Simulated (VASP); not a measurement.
Crystal: CsPbCl3.

```
CELL_PARAMETERS angstrom
5.60500 0.00000 0.00000
0.00000 5.60500 0.00000
0.00000 0.00000 5.60500
ATOMIC_POSITIONS crystal
Pb 0.50000 0.50000 0.50000
Cs 0.00000 0.00000 0.00000
Cl 0.50000 0.00000 0.50000
Cl 0.00000 0.50000 0.50000
Cl 0.50000 0.50000 0.00000
```

* Program: VASP 6.6.1
* Task: relaxation of cell and atoms
* Functional: RPBE
* Dispersion: D4
* Potentials or basis: VASP PAW PBE potentials, release 64 (Pb_d, Cs_sv, Cl)
* Cutoff: 600 eV
* k mesh: 5 × 5 × 5
* Occupations: fermi-dirac, width 0.05 eV
* Spin: no spin polarisation

At the start: pressure 1.8 GPa; volume 35.22 Å³/atom.

**Question.** Where does the relaxation end?

**Answer.** Over 3 steps the energy falls by 13.0 meV/atom and the volume is 37.75 Å³/atom (+7.2 %); space group Pm-3m (No. 221, to 0.05 Å).

Step by step:
| step | energy change (eV) | largest force (eV/Å) | pressure (GPa) | volume (Å³) |
| --- | --- | --- | --- | --- |
| 1 | 0.0000 | 0.0000 | 1.77 | 176.09 |
| 2 | -0.0626 | 0.0000 | 0.30 | 186.17 |
| 3 | -0.0649 | 0.0000 | -0.02 | 188.77 |

Final structure:
```cif
data_structure
_symmetry_space_group_name_H-M 'P 1'
_symmetry_Int_Tables_number 1
_cell_length_a 5.7365
_cell_length_b 5.7365
_cell_length_c 5.7365
_cell_angle_alpha 90.000
_cell_angle_beta 90.000
_cell_angle_gamma 90.000
_cell_volume 188.77
loop_
_atom_site_label
_atom_site_type_symbol
_atom_site_fract_x
_atom_site_fract_y
_atom_site_fract_z
_atom_site_occupancy
Pb1 Pb 0.50000 0.50000 0.50000 1
Cs1 Cs 0.00000 0.00000 0.00000 1
Cl1 Cl 0.50000 0.00000 0.50000 1
Cl2 Cl 0.00000 0.50000 0.50000 1
Cl3 Cl 0.50000 0.50000 0.00000 1
```

Caveat: the PAW data sets were made with another functional, which shifts forces and pressure a little.
